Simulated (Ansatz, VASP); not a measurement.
## Two plane-wave programs on K2HfSe3

```
CELL_PARAMETERS angstrom
6.30091 0.00000 0.00000
-3.15046 5.45675 0.00000
0.00000 0.00000 5.12339
ATOMIC_POSITIONS crystal
K 0.33333 0.66667 0.50000
K 0.66667 0.33333 0.50000
Hf 0.00000 0.00000 0.50000
Se 0.00000 0.50000 0.00000
Se 0.50000 0.00000 0.00000
Se 0.50000 0.50000 0.00000
```

Change from the starting cell: species swapped into the TmB2Rh3 type (P6/mmm, No. 191).

Alike in both runs: functional PBE; k mesh 6 × 6 × 10; occupations gaussian, width 0.1 eV; no spin polarisation.

Ansatz relaxed the structure, and its values are those at the end. VASP's run is a single point on that final structure, the one shown.

|  | VASP | Ansatz |
| --- | --- | --- |
| version | VASP 6.6.1 | Ansatz 0.2.0 |
| potentials or method | VASP PAW PBE potentials, release 64 (K_sv, Hf_pv, Se), cutoff 520 eV | scalar-relativistic, plane waves, PAW |
| valence electrons in the cell | 46 | 92 |

|  | VASP | Ansatz | Ansatz less VASP |
| --- | --- | --- | --- |
| gap on the k mesh at the Fermi level (eV) | none | none | - |
| pressure (GPa) | 0.1 | 0.0 | -0.07 |

A gap of «none» marks a metal or a gap that the smearing closes. VASP's potentials hold 46 valence electrons a cell and Ansatz's 92, so a difference there can come from the potentials and not from the codes.

Neither program's run includes spin-orbit coupling.
